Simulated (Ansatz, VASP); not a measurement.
## Two plane-wave programs on Ru

Contents of POSCAR:

```
Ru
1.0
    2.6895240366      0.0000000000      0.0000000000
   -1.3447620183      2.3291961398      0.0000000000
    0.0000000000      0.0000000000      4.2519208174
Ru
2
Direct
    0.3333333333      0.6666666667      0.2500000000
    0.6666666667      0.3333333333      0.7500000000
```

Contents of INCAR.step1:

```
  PREC = Accurate
  ENCUT = 620
  ISMEAR = 0
  SIGMA = 0.1
  LREAL = F
  LASPH = T
  NELM = 120
  NBANDS = 23
  GGA = PE
  ALGO = Normal
  EDIFF = 1E-5
  LWAVE = T
  LCHARG = F
  GGA_COMPAT = F
```

File INCAR.step2:

```
  PREC = Accurate
  ENCUT = 620
  EDIFF = 1E-6
  ISMEAR = 0
  SIGMA = 0.1
  LREAL = F
  LASPH = T
  NELM = 120
  ALGO = Normal
  ISIF = 2
  LWAVE = F
  LCHARG = F
  METAGGA = R2SCAN
  LMIXTAU = T
  NBANDS = 23
  ISTART = 1
  GGA_COMPAT = F
```

Contents of KPOINTS:

```
Automatic mesh
0
Gamma
  18 18 10
```

Input for Ansatz:

```yaml
crystal:
  lattice:
    - [2.6895240366, 0.0, 0.0]
    - [-1.3447620183, 2.3291961398, 0.0]
    - [0.0, 0.0, 4.2519208174]
  atoms:
    - { symbol: Ru, position: [0.3333333333, 0.6666666667, 0.25] }
    - { symbol: Ru, position: [0.6666666667, 0.3333333333, 0.75] }
basis:
  ecutwfc: 500
kpoints:
  mp_grid: { grid: [18, 18, 10] }
  band_path:
    path:
      - [0.0, 0.0, 0.0]
      - [0.5, 0.0, 0.0]
      - [0.3333333333, 0.3333333333, 0.0]
      - [0.0, 0.0, 0.5]
      - [0.5, 0.0, 0.5]
      - [0.3333333333, 0.3333333333, 0.5]
      - [0.11111111, 0.44444444, 0.0]
      - [0.05555556, 0.05555556, 0.0]
    npoints: 1
hamiltonian:
  xc: r2scan
scf:
  occupations: { method: gaussian, width: 0.1 }
  n_extra_bands: 4
output:
  forces: true
  stress: true
  eigenvalues: true
```

Alike in both runs: task single point; functional r2SCAN; k mesh 18 × 18 × 10; occupations gaussian, width 0.1 eV; no spin polarisation.

|  | VASP | Ansatz |
| --- | --- | --- |
| version | VASP 6.6.1 | Ansatz 0.2.0 |
| potentials or method | VASP PAW PBE potentials, release 64 (Ru_sv), cutoff 620 eV | scalar-relativistic, plane waves, PAW |
| valence electrons in the cell | 32 | 32 |

```csv
,VASP,Ansatz,Ansatz less VASP
gap on the k mesh at the Fermi level (eV),none,none,-
pressure (GPa),4.6,4.5,-0.14
"traceless stress, the component that is largest in VASP (GPa)",-0.24,-0.27,-0.026
```

VASP's potentials were made for PBE, not for r2SCAN. A gap of «none» marks a metal or a gap that the smearing closes. The functional is the same, so the differences come from potentials, cutoffs and numerics.
